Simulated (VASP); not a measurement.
**Mg3ZrN2: single point with PBE**

The system is Mg3ZrN2.

```xyz
6
Lattice="3.7351 0.0000 0.0000 0.0000 3.7351 0.0000 0.0000 0.0000 8.2052" Properties=species:S:1:pos:R:3 pbc="T T T"
Mg    0.0000    0.0000    3.8248
Mg    1.8675    0.0000    6.5275
Mg    0.0000    1.8675    6.5275
Zr    0.0000    0.0000    1.2402
N     1.8675    0.0000    2.2623
N     0.0000    1.8675    2.2623
```

| Property | Result |
| --- | --- |
| Program | VASP 6.6.1 |
| Task | single point |
| Functional | PBE |
| Potentials or basis | VASP PAW PBE potentials, release 64 (Mg, Zr_sv, N) |
| Cutoff | 600 eV |
| k mesh | 5 × 5 × 2 |
| Occupations | gaussian, width 0.2 eV |
| Spin | no spin polarisation |

The pressure is 0.4 GPa, the largest force is 0.062 eV/Å and the band gap on the k mesh is zero (band 14 reaches 3.70 eV, above the bottom of band 15 at 2.81 eV).

Forces on the atoms (eV/Å):
```
Mg   0.000  0.000 -0.022
Mg   0.000  0.000  0.000
Mg   0.000  0.000  0.000
Zr   0.000  0.000 -0.062
N    0.000  0.000  0.042
N    0.000  0.000  0.042
```

Stress tensor (GPa, compression positive):
```
0.34 0.00 0.00
0.00 0.34 0.00
0.00 0.00 0.53
```

Levels at points of the mesh, in eV from the Fermi level:
```
           k point  band 11  band 12  band 13  band 14  band 15  band 16  band 17  band 18
(0.00, 0.00, 0.00)    -2.29    -2.07     0.16     0.16     1.33     2.76     2.92     3.01
(0.00, 0.00, 0.50)    -2.62    -2.29     0.16     0.16     1.66     2.92     3.09     3.09
```

It took 31 s on 1 thread of Intel(R) Xeon(R) 6975P-C (Granite Rapids) (shared host), peak memory 0.25 GiB.

Caveat: the k points lie up to 0.38 Å⁻¹ apart.
